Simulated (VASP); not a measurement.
Write the native input for VASP 6.6.1 that does the following.

```yaml
Task: single point
Functional: LDA
Potentials_or_basis: VASP PAW LDA potentials, release 64 (Cu)
Cutoff: 520 eV
k_mesh: 18 × 18 × 18
Occupations: fermi-dirac, width 0.05 eV
Spin: no spin polarisation
Dipole_correction: no
Further_INCAR_settings: ALGO = Normal; EDIFF = 1e-07; NBANDS = 12
```

The structure of Cu lies in POSCAR:

```
Cu
1.0
    0.0000000000      1.7234122172      1.7234122172
    1.7234122172      0.0000000000      1.7234122172
    1.7234122172      1.7234122172      0.0000000000
Cu
1
Direct
    0.0000000000      0.0000000000      0.0000000000
```

This cell differs from its parent crystal: volume scaled by 0.94.

These files were run (other wordings do the same):

INCAR

```
ALGO     = Normal         # electronic algorithm
EDIFF    = 1E-7           # SCF threshold, eV
ENCUT    = 520            # plane-wave cutoff, eV
GGA      = CA             # functional
ISIF     = 2              # what is computed and relaxed
ISMEAR   = -1             # smearing method
LASPH    = True           # aspherical terms in the spheres
LCHARG   = False          # write CHGCAR
LREAL    = False          # projectors in reciprocal space
LWAVE    = False          # write WAVECAR
NBANDS   = 12             # bands
NELM     = 100            # most SCF steps
PREC     = Accurate       # precision mode
SIGMA    = 0.05           # smearing width, eV
```

KPOINTS

```
k-points
0
Gamma
  18 18 18
```

Potentials or basis: VASP PAW LDA potentials, release 64 (Cu).

The run is started by

```bash
$ cat potpaw_LDA.64/Cu/POTCAR > POTCAR
$ mpirun -np 1 vasp_std > vasp.out
```

Results of the run:

* Pressure: 14.5 GPa

It took 8.7 s on 1 thread of Intel(R) Xeon(R) 6975P-C (Granite Rapids) (shared host), peak memory 0.12 GiB.
